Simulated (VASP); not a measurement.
## C: electric field gradients with PBE

C:

```
CELL_PARAMETERS angstrom
0.00000 2.01036 2.01036
2.01036 0.00000 2.01036
2.01036 2.01036 0.00000
ATOMIC_POSITIONS crystal
C 0.78500 0.90500 0.90500
C 0.21500 0.09500 0.09500
```

This cell differs from its parent crystal: shortest bond scaled by 0.76.

| Item | Value |
| --- | --- |
| Program | VASP 6.6.1 |
| Task | electric field gradients |
| Functional | PBE |
| Potentials or basis | VASP PAW PBE potentials, release 64 (C) |
| Cutoff | 520 eV |
| k mesh | 13 × 13 × 13 |
| Occupations | fermi-dirac, width 0.05 eV |
| Spin | no spin polarisation |
| Dipole correction | no |
| Further INCAR settings | ALGO = Normal; EDIFF = 1e-08; NBANDS = 11 |

The pressure is -35.9 GPa. The largest force is 9.151 eV/Å and the band gap on the k mesh is zero (band 4 reaches 6.45 eV, above the bottom of band 5 at 5.82 eV).

Forces on the atoms (eV/Å):
```
C   -5.283  5.283  5.283
C    5.283 -5.283 -5.283
```

Stress tensor (GPa, compression positive):
```
-35.94   0.42   0.42
  0.42 -35.94  -0.42
  0.42  -0.42 -35.94
```

Levels at points of the mesh, in eV from the Fermi level:
| k point | band 1 | band 2 | band 3 | band 4 | band 5 | band 6 | band 7 | band 8 |
| --- | --- | --- | --- | --- | --- | --- | --- | --- |
| (0.00, 0.00, 0.00) | -18.85 | -5.76 | 0.27 | 0.27 | 2.09 | 2.09 | 3.94 | 10.46 |

Electric field gradients, principal values (V/Å²):
| atom | least | middle | greatest (by size) |
| --- | --- | --- | --- |
| 1 C | 11.499 | 11.499 | -22.998 |
| 2 C | 11.499 | 11.499 | -22.998 |

It took 100 s on 1 thread of AMD EPYC 7R13 (shared host), peak memory 0.12 GiB.

Caveat: the cell differs from its parent crystal (shortest bond scaled by 0.76); without QUAD_EFG the Cq values of the log hold for a quadrupole moment of 1 mb, not for the nuclei; forces of over 1 eV/Å act on the atoms, so gaps and moduli don't describe the material at rest.
